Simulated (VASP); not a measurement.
# Hg (P6_3/mmc) in VASP: notebook

Runs on Hg. Level: LDA. Tasks: single point.

Program: VASP 6.6.1. These are calculated values, not measurements. Logs are shortened: lines on timing, memory, paths and dates and some standing lists are left out, and cuts for length are marked.

### 1 The cell of the first run

The structure is hexagonal, space group P6_3/mmc (No. 194). Conventional cell: a = 2.877 Å, b = 2.877 Å, c = 4.892 Å, α = 90.00°, β = 90.00°, γ = 120.00°. Hg (site symmetry -6m2) has 12 Hg at 2.88 to 2.96 Å within 3.8 Å.

### 2 Single point, LDA

Input file INCAR:

```
SYSTEM = Hg
ALGO     = Normal         ! electronic algorithm
EDIFF    = 1E-6           ! SCF threshold, eV
ENCUT    = 520            ! plane-wave cutoff, eV
GGA      = CA             ! functional
ISIF     = 2              ! what is computed and relaxed
ISMEAR   = -1             ! smearing method
LASPH    = .TRUE.         ! aspherical terms in the spheres
LCHARG   = .TRUE.         ! write CHGCAR
LELF     = .TRUE.         ! ELF
LREAL    = .FALSE.        ! projectors in reciprocal space
LVHAR    = .TRUE.       
LWAVE    = .FALSE.        ! write WAVECAR
NBANDS   = 19             ! bands
NELM     = 100            ! most SCF steps
PREC     = Accurate       ! precision mode
SIGMA    = 0.05           ! smearing width, eV
```

Input file KPOINTS:

```
k-points
0
G
  15 15 8
  0 0 0
```

Input file POSCAR:

```
Hg
1.0
    2.8774322254      0.0000000000      0.0000000000
   -1.4387161127      2.4919294049      0.0000000000
    0.0000000000      0.0000000000      4.8921300500
Hg
2
Direct
    0.3333333333      0.6666666667      0.2500000000
    0.6666666667      0.3333333333      0.7500000000
```

Potentials or basis: VASP PAW LDA potentials, release 64 (Hg).

Started as:

```sh
$ cat potpaw_LDA.64/Hg/POTCAR > POTCAR
$ mpirun -np 1 vasp_std > vasp.out
```

OUTCAR:

```text
SYSTEM = Hg
   EDIFF = 1E-6
   ENCUT = 520
   GGA = CA
   ISIF = 2
   ISMEAR = -1
   LASPH = .TRUE.
   LREAL = .FALSE.
   NELM = 100
   PREC = Accurate

 ion  position               nearest neighbor table
   1  0.333  0.667  0.250-   2 2.96   2 2.96   2 2.96   2 2.96   2 2.96   2 2.96
   2  0.667  0.333  0.750-   1 2.96   1 2.96   1 2.96   1 2.96   1 2.96   1 2.96

  LATTYP: Found a hexagonal cell.
 ALAT       =     2.8774322254
 C/A-ratio  =     1.7001721211

  Lattice vectors:

 A1 = (   2.8774322254,   0.0000000000,   0.0000000000)
 A2 = (  -1.4387161127,   2.4919294049,   0.0000000000)
 A3 = (   0.0000000000,   0.0000000000,   4.8921300500)

Analysis of symmetry for initial positions (statically):
=====================================================================
 Subroutine PRICEL returns:
 Original cell was already a primitive cell.

 Routine SETGRP: Setting up the symmetry group for a
 hexagonal supercell.

 Subroutine GETGRP returns: Found 24 space group operations
 (whereof 12 operations were pure point group operations)
 out of a pool of 24 trial point group operations.

The static configuration has the point symmetry D_3d.
 The point group associated with its full space group is D_6h.

Analysis of symmetry for dynamics (positions and initial velocities):
=====================================================================
 Subroutine PRICEL returns:
 Original cell was already a primitive cell.

 Routine SETGRP: Setting up the symmetry group for a
 hexagonal supercell.

 Subroutine GETGRP returns: Found 24 space group operations
 (whereof 12 operations were pure point group operations)
 out of a pool of 24 trial point group operations.

The dynamic configuration has the point symmetry D_3d.
 The point group associated with its full space group is D_6h.

 Subroutine INISYM returns: Found 24 space group operations
 (whereof 12 operations are pure point group operations),
 and found     1 'primitive' translations

----------------------------------------------------------------------------------------

                                     Primitive cell

  volume of cell :      35.0783

  direct lattice vectors                    reciprocal lattice vectors
     2.877432225  0.000000000  0.000000000     0.347532078  0.200647739  0.000000000
    -1.438716113  2.491929405  0.000000000     0.000000000  0.401295477  0.000000000
     0.000000000  0.000000000  4.892130050     0.000000000  0.000000000  0.204409938

  length of vectors
     2.877432225  2.877432225  4.892130050     0.401295477  0.401295477  0.204409938

  position of ions in fractional coordinates (direct lattice)
     0.333333333  0.666666667  0.250000000
     0.666666667  0.333333333  0.750000000

  ion indices of the primitive-cell ions
   primitive index   ion index
                 1           1
                 2           2

----------------------------------------------------------------------------------------

 KPOINTS: k-points

Automatic generation of k-mesh.
 Grid dimensions read from file:
 generate k-points for:   15   15    8

 Generating k-lattice:

  Cartesian coordinates                     Fractional coordinates (reciprocal lattice)
     0.023168805  0.013376516  0.000000000     0.066666667  0.000000000  0.000000000
     0.000000000  0.026753032  0.000000000     0.000000000  0.066666667  0.000000000
     0.000000000  0.000000000  0.025551242     0.000000000  0.000000000  0.125000000

  Length of vectors
     0.026753032  0.026753032  0.025551242

  Shift w.r.t. Gamma in fractional coordinates (k-lattice)
     0.000000000  0.000000000  0.000000000

 Subroutine IBZKPT returns following result:
 ===========================================

 Found    135 irreducible k-points:

 Following reciprocal coordinates:
            Coordinates               Weight
  0.000000  0.000000  0.000000      1.000000
  0.066667 -0.000000  0.000000      6.000000
  0.133333 -0.000000  0.000000      6.000000
  0.200000 -0.000000  0.000000      6.000000
  0.266667 -0.000000  0.000000      6.000000
  0.333333 -0.000000  0.000000      6.000000
[... 16 lines left out ...]
  0.333333  0.200000  0.000000     12.000000
  0.400000  0.200000  0.000000      6.000000
 [... further k-points ...]
   k-points           NKPTS =    135   k-points in BZ     NKDIM =    135   number of bands    NBANDS=     19
   number of dos      NEDOS =    301   number of ions     NIONS =      2
   total plane-waves  NPLWV =  20736
   dimension x,y,z NGX =    24 NGY =   24 NGZ =   36
   dimension x,y,z NGXF=    48 NGYF=   48 NGZF=   72
   ions per type =               2
   NGX,Y,Z   is equivalent  to a cutoff of  13.87, 13.87, 12.23 a.u.
   NGXF,Y,Z  is equivalent  to a cutoff of  27.73, 27.73, 24.47 a.u.
 SYSTEM =  Hg
   PREC   = accura    normal or accurate (medium, high low for compatibility)
   ISTART =      0    job   : 0-new  1-cont  2-samecut
   ICHARG =      2    charge: 1-file 2-atom 10-const
   ISPIN  =      1    spin polarized calculation?
   LNONCOLLINEAR =      F non collinear calculations
   LSORBIT =      F    spin-orbit coupling
   LASPH  =      T    aspherical Exc in radial PAW
   ENCUT  =  520.0 eV  38.22 Ry    6.18 a.u.   5.35  5.35  9.10*2*pi/ulx,y,z
   NELM   =    100;   NELMIN=  2; NELMDL= -5     # of ELM steps
   EDIFF  = 0.1E-05   stopping-criterion for ELM
   LREAL  =      F    real-space projection
   EDIFFG = 0.1E-04   stopping-criterion for IOM
   NSW    =      0    number of steps for IOM
   IBRION =     -1    ionic relax: 0-MD 1-quasi-New 2-CG
   NFREE  =      0    steps in history (QN), initial steepest desc. (CG)
   ISIF   =      2    stress and relaxation
   ISYM   =      2    0-nonsym 1-usesym 2-fastsym
   POTIM  = 0.5000    time-step for ionic-motion
   TEBEG  =    0.0;   TEEND  =   0.0 temperature during run
   PSTRESS=    0.0 pullay stress
   NELECT =      24.0000    total number of electrons
   NUPDOWN=      -1.0000    fix difference up-down
   EMIN   =  10.00;   EMAX   =-10.00  energy-range for DOS
   EFERMI =   0.00;   METHOD = LEGACY
   ISMEAR =    -1;   SIGMA  =   0.05  broadening in eV -4-tet -1-fermi 0-gaus
   EFERMI_NEDOS =   21; number of points for ismear=-14 and -15
   IALGO  =     38    algorithm
   IMIX   =      4    mixing-type and parameters
     AMIX     =   0.40;   BMIX     =  1.00
     AMIX_MAG =   1.60;   BMIX_MAG =  1.00
  volume/ion in A,a.u.               =      17.54       118.36
  Fermi-wavevector in a.u.,A,eV,Ry     =   1.442555  2.726033 28.313236  2.080964
  Thomas-Fermi vector in A             =   2.561062
   LORBIT       =      0    0 simple, 1 ext, 2 COOP (PROOUT), +10 PAW based schemes
   GGA     = CA    functional components
   LHFCALC =     F    Hartree Fock is set to
   AEXX    =    0.0000 exact exchange contribution
   IVDW    =     0    specifies the selected vdW correction
   LEPSILON=     F    determine dielectric tensor
   LRPA    =     F    only Hartree local field effects (RPA)
 non-spin polarized calculation
  energy-cutoff  :      520.00
  volume of cell :       35.08
 maximum number of plane-waves:       967
 NGX is ok and might be reduce to    24
   NGX = 11   NGY = 11   NGZ = 19

 number of electron      23.9999999 magnetization

 Free energy of the ion-electron system (eV)
  ---------------------------------------------------
  ext. energy  EPLUGINS =         0.00000000
  ---------------------------------------------------
  free energy    TOTEN  =        -1.24677684 eV

  energy without entropy =       -1.24050473  energy(sigma->0) =       -1.24364078

 E-fermi :   5.9305     XC(G=0): -12.8408

 val. band max:        5.9270329721   @ k =   0.2667  -0.0000   0.0000
 cond. band min:       5.9328747807   @ k =   0.4000   0.1333   0.3750
 fundamental gap:      0.0058418086
 Fermi energy:         5.9304987194

 k-point     1 :       0.0000    0.0000    0.0000
  band No.  band energies     occupation
      1      -6.5081      2.00000
      2      -4.8092      2.00000
      3      -3.0161      2.00000
      4      -2.7377      2.00000
      5      -2.7377      2.00000
      6      -2.5166      2.00000
[... 11 lines left out ...]
     18      21.5094      0.00000
     19      24.4581      0.00000

 k-point     2 :       0.0667   -0.0000    0.0000
  band No.  band energies     occupation
      1      -6.3713      2.00000
      2      -4.7084      2.00000
      3      -3.0329      2.00000
      4      -2.7212      2.00000
      5      -2.6577      2.00000
      6      -2.5508      2.00000
[... 11 lines left out ...]
     18      22.0261      0.00000
     19      24.1231      0.00000

 k-point     3 :       0.1333   -0.0000    0.0000
  band No.  band energies     occupation
      1      -5.9771      2.00000
      2      -4.4420      2.00000
      3      -3.1063      2.00000
      4      -2.7032      2.00000
      5      -2.5401      2.00000
      6      -2.4260      2.00000
[... 11 lines left out ...]
     18      22.1556      0.00000
     19      22.5562      0.00000

 k-point     4 :       0.2000   -0.0000    0.0000
  band No.  band energies     occupation
      1      -5.3896      2.00000
      2      -4.1610      2.00000
      3      -3.1263      2.00000
      4      -2.7979      2.00000
      5      -2.6808      2.00000
      6      -2.2581      2.00000
[... 11 lines left out ...]
     18      20.8516      0.00000
     19      21.3049      0.00000

 k-point     5 :       0.2667   -0.0000    0.0000
  band No.  band energies     occupation
      1      -4.7803      2.00000
      2      -4.1177      2.00000
      3      -3.1625      2.00000
      4      -2.8530      2.00000
      5      -2.8087      2.00000
      6      -2.3570      2.00000
[... 11 lines left out ...]
     18      20.5242      0.00000
     19      20.9097      0.00000

 k-point     6 :       0.3333   -0.0000    0.0000
  band No.  band energies     occupation
      1      -4.4306      2.00000
      2      -4.2433      2.00000
      3      -3.5621      2.00000
      4      -2.6482      2.00000
      5      -2.4947      2.00000
      6      -2.3391      2.00000
[... 11 lines left out ...]
     18      20.1003      0.00000
     19      20.7711      0.00000

 k-point     7 :       0.4000   -0.0000    0.0000
  band No.  band energies     occupation
      1      -4.4361      2.00000
      2      -4.2960      2.00000
      3      -3.8401      2.00000
      4      -2.5962      2.00000
      5      -2.4335      2.00000
      6      -2.4254      2.00000
[... 11 lines left out ...]
     18      19.5020      0.00000
     19      20.9343      0.00000

 k-point     8 :       0.4667   -0.0000    0.0000
  band No.  band energies     occupation
      1      -4.5113      2.00000
      2      -4.3085      2.00000
      3      -3.9818      2.00000
      4      -2.6500      2.00000
      5      -2.4948      2.00000
      6      -2.3009      2.00000
[... 256 lines left out ...]
 k-point    20 :       0.4000    0.1333    0.0000
  band No.  band energies     occupation
      1      -4.1962      2.00000
      2      -3.9883      2.00000
      3      -3.9375      2.00000
      4      -2.7439      2.00000
      5      -2.5113      2.00000
      6      -2.2509      2.00000
[... 11 lines left out ...]
     18      18.1186      0.00000
     19      18.1804      0.00000

 k-point    21 :       0.2000    0.2000    0.0000
  band No.  band energies     occupation
      1      -3.9356      2.00000
      2      -3.5628      2.00000
      3      -3.5030      2.00000
      4      -3.3582      2.00000
      5      -2.7847      2.00000
      6      -2.6028      2.00000
[... 11 lines left out ...]
     18      18.0204      0.00000
     19      18.0870      0.00000

 k-point    22 :       0.2667    0.2000    0.0000
  band No.  band energies     occupation
      1      -3.7884      2.00000
      2      -3.7246      2.00000
      3      -3.6312      2.00000
      4      -2.9173      2.00000
      5      -2.8471      2.00000
      6      -2.3967      2.00000
[... 11 lines left out ...]
     18      16.9062      0.00000
     19      17.5489      0.00000

 k-point    23 :       0.3333    0.2000    0.0000
  band No.  band energies     occupation
      1      -3.8665      2.00000
      2      -3.8366      2.00000
      3      -3.6697      2.00000
      4      -2.8313      2.00000
      5      -2.5080      2.00000
      6      -2.4881      2.00000
[... 11 lines left out ...]
     18      16.2834      0.00000
     19      17.2798      0.00000

 k-point    24 :       0.4000    0.2000    0.0000
  band No.  band energies     occupation
      1      -3.9151      2.00000
      2      -3.8688      2.00000
      3      -3.6796      2.00000
      4      -2.7942      2.00000
      5      -2.5809      2.00000
      6      -2.3567      2.00000
[... 11 lines left out ...]
     18      16.0717      0.00000
     19      17.1896      0.00000

 [... further k-points ...]

------------------------ aborting loop because EDIFF is reached ----------------------------------------

  FORCE on cell =-STRESS in cart. coord.  units (eV):
  Direction    XX          YY          ZZ          XY          YZ          ZX
  --------------------------------------------------------------------------------------
  -------------------------------------------------------------------------------------
  Total        6.1989626      6.1989626      6.1578639      0.0000000      0.0000000      0.0000000
  in kB      283.1331805    283.1331805    281.2560282      0.0000000      0.0000000      0.0000000
  external PRESSURE =     282.5074631 kB  Pullay stress =       0.0000000 kB

 VOLUME and BASIS-vectors are now :
 -----------------------------------------------------------------------------
  energy-cutoff  :      520.00
  volume of cell :       35.08
      direct lattice vectors                 reciprocal lattice vectors
     2.877432225  0.000000000  0.000000000     0.347532078  0.200647739  0.000000000
    -1.438716113  2.491929405  0.000000000     0.000000000  0.401295477  0.000000000
     0.000000000  0.000000000  4.892130050     0.000000000  0.000000000  0.204409938

 POSITION                                       TOTAL-FORCE (eV/Angst)
 -----------------------------------------------------------------------------------
     -0.00000      1.66129      1.22303         0.000000     -0.000000      0.000000
      1.43872      0.83064      3.66910        -0.000000      0.000000     -0.000000
 -----------------------------------------------------------------------------------
    total drift:                               -0.000000      0.000000     -0.000000

  FREE ENERGIE OF THE ION-ELECTRON SYSTEM (eV)
  ---------------------------------------------------
  free  energy   TOTEN  =        -1.2467768436 eV

  energy  without entropy=       -1.2405047253  energy(sigma->0) =       -1.24364078
```

Wall time 62 s (1 thread of Intel Xeon Platinum 8259CL at 2.50GHz (Skylake/Cascade Lake), shared host); peak memory 0.19 GiB.

What came out:

```yaml
Free_energy: -1.2468 eV
Pressure: 28.3 GPa
Band_gap_on_the_k_mesh: zero (bands 12 and 13 overlap by 2.22 eV)
```

Caveat: the cell stands under pressure; spin-orbit coupling is left out, which moves the levels of the heavy elements.

### 3 Single point, LDA

Input file INCAR:

```
PREC     = Accurate       # precision mode
ENCUT    = 520            # plane-wave cutoff, eV
EDIFF    = 1E-6           # SCF threshold, eV
ISMEAR   = -1             # smearing method
SIGMA    = 0.05           # smearing width, eV
LREAL    = False          # projectors in reciprocal space
LASPH    = True           # aspherical terms in the spheres
NELM     = 80             # most SCF steps
ALGO     = Normal         # electronic algorithm
ISIF     = 2              # what is computed and relaxed
LWAVE    = False          # write WAVECAR
LCHARG   = False          # write CHGCAR
GGA      = CA             # functional
NBANDS   = 19             # bands
```

Input file KPOINTS:

```
Automatic mesh
0
Gamma
  15 15 8
```

POSCAR is that of step 2.

Potentials or basis: VASP PAW LDA potentials, release 64 (Hg).

Started as:

```sh
$ cat potpaw_LDA.64/Hg/POTCAR > POTCAR
$ mpirun -np 1 vasp_std > vasp.out
```

It took 72 s on 1 thread of Intel Xeon Platinum 8259CL at 2.50GHz (Skylake/Cascade Lake), shared host; peak memory 0.19 GiB.

Results (log left out):

```yaml
Free_energy: -1.2468 eV
Pressure: 28.3 GPa
Band_gap_on_the_k_mesh: zero (bands 12 and 13 overlap by 2.22 eV)
```

Stress tensor (GPa, compression positive):
```
28.31  0.00  0.00
 0.00 28.31  0.00
 0.00  0.00 28.13
```

Levels at points of the mesh, in eV from the Fermi level:
| k point | band 10 | band 11 | band 12 | band 13 | band 14 | band 15 |
| --- | --- | --- | --- | --- | --- | --- |
| (0.00, 0.00, 0.00) | -6.79 | -6.79 | -3.87 | -1.78 | 13.39 | 14.00 |
| (0.00, 0.00, 0.50) | -7.16 | -7.16 | -7.16 | 6.81 | 6.81 | 13.70 |

Caveat: the cell stands under pressure; spin-orbit coupling is left out, which moves the levels of the heavy elements.
